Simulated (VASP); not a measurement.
**Zr: single point with r2SCAN**

Zr:

```
Zr
1.0
     3.24458    0.00000    0.00000
    -1.62229    2.80989    0.00000
     0.00000    0.00000    5.15736
Zr
2
Direct
  0.33333 0.66667 0.25000
  0.66667 0.33333 0.75000
```

```json
{"Program": "VASP 6.6.1", "Task": "single point", "Functional": "r2SCAN", "Potentials or basis": "VASP PAW PBE potentials, release 64 (Zr_sv)", "Cutoff": "520 eV", "k mesh": "12 × 12 × 7", "Occupations": "fermi-dirac, width 0.1 eV", "Spin": "no spin polarisation", "Dipole correction": "no", "Further INCAR settings": "ALGO = Normal; EDIFF = 1e-06; NBANDS = 19"}
```

| Item | Value |
| --- | --- |
| Pressure | 0.0 GPa |
| Band gap on the k mesh | zero (band 12 reaches 9.90 eV, above the bottom of band 13 at 8.68 eV) |

Levels at points of the mesh, in eV from the Fermi level:
| k point | band 8 | band 9 | band 10 | band 11 | band 12 | band 13 | band 14 | band 15 | band 16 | band 17 |
| --- | --- | --- | --- | --- | --- | --- | --- | --- | --- | --- |
| (0.00, 0.00, 0.00) | -27.37 | -5.98 | -3.16 | 0.99 | 0.99 | 1.03 | 1.17 | 1.73 | 1.73 | 2.38 |
| (0.50, 0.00, 0.00) | -27.47 | -2.64 | -2.62 | -2.20 | -0.38 | 0.70 | 0.87 | 1.60 | 5.13 | 5.53 |

Run time: 6.4 min on 1 thread of AMD EPYC 7R43 64-Core Processor (Zen 3), on a shared host, peak memory 0.16 GiB.

Caveat: the PAW data sets were made with another functional, which shifts forces and pressure a little.
